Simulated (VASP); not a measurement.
Re: single point with PBE

Crystal: Re.

```
Re
1.0
     0.00000    1.82924    2.13472
     1.82924    0.00000    2.13472
     1.82924    1.82924    0.00000
Re
1
Direct
  0.00000 0.00000 0.00000
```

| Property | Result |
| --- | --- |
| Program | VASP 6.6.1 |
| Task | single point |
| Functional | PBE |
| Potentials or basis | VASP PAW PBE potentials, release 64 (Re) |
| Cutoff | 520 eV |
| k mesh | 10 × 10 × 10 |
| Occupations | gaussian, width 0.15 eV |
| Spin | no spin polarisation |
| Dipole correction | no |
| Further INCAR settings | ALGO = Fast; EDIFF = 1e-07; NBANDS = 10 |

| Quantity | Value |
| --- | --- |
| Pressure | 23.5 GPa |
| Band gap on the k mesh | zero (an odd number of electrons rules out a gap without spin polarisation) |

Stress tensor (GPa, compression positive):
```
39.53  0.00  0.00
 0.00 39.53  0.00
 0.00  0.00 -8.42
```

Levels at points of the mesh, in eV from the Fermi level:
```csv
k point,band 1,band 2,band 3,band 4,band 5,band 6,band 7
"(0.00, 0.00, 0.00)",-10.47,-3.63,-1.12,-1.12,-0.76,2.80,14.21
"(0.50, 0.00, 0.00)",-7.22,-3.45,-1.11,0.21,3.32,4.25,10.63
"(0.50, 0.50, 0.00)",-7.33,-6.23,0.77,4.20,4.46,4.46,10.82
"(0.50, 0.00, 0.50)",-7.24,-6.23,3.09,3.22,3.99,6.09,10.57
```

Wall time 28 s on 1 thread of Intel Xeon 8259CL (shared host), peak memory 0.14 GiB.

Caveat: the cell stands under pressure; spin-orbit coupling is left out, which moves the levels of the heavy elements.
